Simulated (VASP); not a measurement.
C:

```xyz
8
Lattice="-2.4291 2.4291 2.4291 2.4291 -2.4291 2.4291 2.4291 2.4291 -2.4291" Properties=species:S:1:pos:R:3 pbc="T T T"
C    -0.7906    0.7906    0.7906
C     1.6385    1.6385    1.6385
C     0.7906   -0.7906    0.7906
C     0.7906    0.7906   -0.7906
C     1.6385   -1.6385    1.6385
C     0.7906    0.7906    0.7906
C    -1.6385    1.6385    1.6385
C     1.6385    1.6385   -1.6385
```

Base run:

| Property | Result |
| --- | --- |
| Program | VASP 6.6.1 |
| Functional | r2SCAN |
| Potentials or basis | VASP PAW PBE potentials, release 64 (C) |
| Cutoff | 520 eV |
| k mesh | 6 × 6 × 6 |
| Occupations | gaussian, width 0.05 eV |
| Spin | no spin polarisation |

Its results: band gap on the k mesh 3.06 eV, indirect (least direct gap 4.12 eV); pressure 0.9 GPa; largest force 0.050 eV/Å.

Problem. The run is repeated on the same cell with these changes: k mesh from 6 × 6 × 6 to 8 × 8 × 8; occupations from gaussian, width 0.05 eV to gaussian, width 0.02 eV. What comes out?

Solution. Band gap on the k mesh 3.17 eV, indirect (least direct gap 4.12 eV); pressure 0.9 GPa; largest force 0.050 eV/Å.

Caveats: the PAW data sets were made with another functional, which shifts forces and pressure a little.

A k mesh can miss the band edges.
